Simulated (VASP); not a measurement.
Write the native input for VASP 6.6.1 that does the following.

```
Task                   : single point
Functional             : LDA
Potentials or basis    : VASP PAW LDA potentials, release 64 (Mg, B)
Cutoff                 : 520 eV
k mesh                 : 12 × 12 × 9
Occupations            : fermi-dirac, width 0.05 eV
Spin                   : no spin polarisation
Dipole correction      : no
Further INCAR settings : ALGO = Normal; EDIFF = 1e-07; NBANDS = 11
```

The structure of MgB2 lies in POSCAR:

```
MgB2
1.0
    3.1158507126      0.0000000000      0.0000000000
   -1.5579253563      2.6984058715      0.0000000000
    0.0000000000      0.0000000000      3.5230000000
Mg B
1 2
Direct
    0.0000000000      0.0000000000      0.0000000000
    0.3333333333      0.6666666667      0.5000000000
    0.6666666667      0.3333333333      0.5000000000
```

This cell differs from its parent crystal: equal xx and yy strain of +1 %.

The input as run:

INCAR

```
SYSTEM = MgB2
ALGO = Normal ; EDIFF = 1E-7
ENCUT = 520 ; GGA = CA
ISIF = 2 ; ISMEAR = -1
LASPH = .True. ; LCHARG = .False.
LREAL = .False. ; LWAVE = .False.
NBANDS = 11 ; NELM = 60
PREC = Accurate ; SIGMA = 0.05
```

KPOINTS

```
k-points
0
Gamma
  12 12 9
  0 0 0
```

Potentials or basis: VASP PAW LDA potentials, release 64 (Mg, B).

The run is started by

```console
$ cat potpaw_LDA.64/Mg/POTCAR potpaw_LDA.64/B/POTCAR > POTCAR
$ mpirun -np 1 vasp_std > vasp.out
```

It gave:

```json
{"Pressure": "-11.2 GPa", "Band gap on the k mesh": "zero (band 4 reaches 6.89 eV, above the bottom of band 5 at 3.18 eV)"}
```

Caveat: the cell differs from its parent crystal (equal xx and yy strain of +1 %).

Wall time 12 s on 1 thread of Intel(R) Xeon(R) Platinum 8488C (Sapphire Rapids) (shared host), peak memory 0.15 GiB.
